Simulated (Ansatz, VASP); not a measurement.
TaHBr2: VASP beside Ansatz

```
Ta H Br
1.0
     4.57023    0.00000    0.00000
     0.00000    4.57023    0.00000
     0.00000    0.00000    4.48288
Ta H Br
1 1 2
Cartesian
  0.0000 0.0000 0.0000
  2.2851 2.2851 0.0000
  0.0000 2.2851 2.2414
  2.2851 0.0000 2.2414
```

Change from the starting cell: species swapped into the CrCoPt2 type (P4/mmm, No. 123).

Alike in both runs: task single point; functional PBE; k mesh 4 × 4 × 4; occupations gaussian, width 0.1 eV; no spin polarisation.

|  | VASP | Ansatz |
| --- | --- | --- |
| version | VASP 6.6.1 | Ansatz 0.2.0 |
| potentials or method | VASP PAW PBE potentials, release 64 (Ta_pv, H, Br), cutoff 520 eV | scalar-relativistic, plane waves, PAW |
| valence electrons in the cell | 26 | 28 |

```csv
,VASP,Ansatz,Ansatz less VASP
gap on the k mesh at the Fermi level (eV),none,none,-
pressure (GPa),-10.4,-10.4,+0.01
"traceless stress, the component that is largest in VASP (GPa)",-4.04,-4.03,+0.009
```

A gap of «none» marks a metal or a gap that the smearing closes. With one functional, cell and mesh, what is left measures potentials, basis and numerics. VASP's potentials hold 26 valence electrons a cell and Ansatz's 28, so a difference there can come from the potentials and not from the codes.

Neither program's run includes spin-orbit coupling.
